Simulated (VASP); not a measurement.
# Bi2Te3: single point with LDA

Bi2Te3:

```
Bi Te
1.0
     2.18642    1.26233    9.94667
    -2.18642    1.26233    9.94667
     0.00000   -2.52466    9.94667
Bi Te
2 3
Direct
  0.81200 0.81200 0.81200
  0.40200 0.40200 0.40200
  0.61100 0.61100 0.61100
  0.20000 0.20000 0.20000
  0.00000 0.00000 0.00000
```

This cell differs from its parent crystal: equal xx and yy strain of -1 %.

```
Program                : VASP 6.6.1
Task                   : single point
Functional             : LDA
Potentials or basis    : VASP PAW LDA potentials, release 64 (Bi_d, Te)
Cutoff                 : 500 eV
k mesh                 : 8 × 8 × 8
Occupations            : fermi-dirac, width 0.08 eV
Spin                   : no spin polarisation
Dipole correction      : no
Further INCAR settings : ALGO = Normal; EDIFF = 1e-06; NBANDS = 32
```

```json
{"Pressure": "-0.9 GPa", "Largest force": "1.247 eV/Å", "Band gap on the k mesh": "zero (bands 24 and 25 overlap by 0.18 eV)"}
```

Forces in eV/Å, atoms in the order of the input:
```
Bi   0.000  0.000 -0.874
Bi   0.000  0.000 -0.440
Te   0.000  0.000 -0.732
Te   0.000  0.000  0.798
Te   0.000  0.000  1.247
```

Stress tensor (GPa, compression positive):
```
-0.40  0.00  0.00
 0.00 -0.40  0.00
 0.00  0.00 -1.75
```

Levels at points of the mesh, in eV from the Fermi level:
| k point | band 20 | band 21 | band 22 | band 23 | band 24 | band 25 | band 26 | band 27 | band 28 | band 29 |
| --- | --- | --- | --- | --- | --- | --- | --- | --- | --- | --- |
| (0.00, 0.00, 0.00) | -2.12 | -2.12 | -0.46 | -0.45 | -0.45 | -0.05 | 0.30 | 0.30 | 2.13 | 2.13 |
| (0.50, 0.00, 0.00) | -3.36 | -3.28 | -2.30 | -0.33 | -0.27 | -0.16 | 0.44 | 2.49 | 2.63 | 3.32 |
| (0.50, 0.50, 0.00) | -3.00 | -2.33 | -1.89 | -1.10 | -0.58 | 0.28 | 1.09 | 1.76 | 2.45 | 2.58 |
| (0.50, 0.50, 0.50) | -2.09 | -1.83 | -0.88 | -0.70 | -0.70 | 0.44 | 0.87 | 0.87 | 1.64 | 1.64 |

It took 25 min on 1 thread of Intel(R) Xeon(R) Platinum 8488C (Sapphire Rapids), with other jobs on the host, peak memory 0.81 GiB.

Caveat: the cell differs from its parent crystal (equal xx and yy strain of -1 %); spin-orbit coupling is left out, which moves the levels of the heavy elements; forces of over 1 eV/Å act on the atoms, so gaps and moduli don't describe the material at rest.
